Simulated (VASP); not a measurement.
A run of VASP 6.6.1:

INCAR

```
SYSTEM = Ta
ALGO = Normal
EDIFF = 1E-6
ENCUT = 500
GGA = PE
GGA_COMPAT = .False.
ISIF = 2
ISMEAR = 0
LASPH = .True.
LCHARG = .False.
LREAL = .False.
LWAVE = .False.
NBANDS = 18
NELM = 120
PREC = Accurate
SIGMA = 0.15
```

Contents of KPOINTS:

```
k-points
0
Gamma
  18 18 10
  0 0 0
```

Contents of POSCAR:

```
Ta
1.0
   -1.6512800000      1.6512800000      1.6512800000
    1.6512800000     -1.6512800000      1.6512800000
    3.3025600000      3.3025600000      0.0000000000
Ta
2
Direct
   -0.0224814120      0.0224814120      0.0000000000
    0.5224814120      0.4775185880      0.5000000000
```

Potentials or basis: VASP PAW PBE potentials, release 64 (Ta_pv).

The run is started by

```console
$ cat potpaw_PBE.64/Ta_pv/POTCAR > POTCAR
$ mpirun -np 1 vasp_std > vasp.out
```

Hardware: 1 thread of Intel(R) Xeon(R) Platinum 8175M CPU @ 2.50GHz (Skylake/Cascade Lake), on a shared host.

**Question.** Estimate the wall time of this run.

**Answer.** Wall time 3 min on 1 thread of Intel(R) Xeon(R) Platinum 8175M CPU @ 2.50GHz (Skylake/Cascade Lake) (shared host), peak memory 0.37 GiB. Counts: scf iterations 11, k points 546.
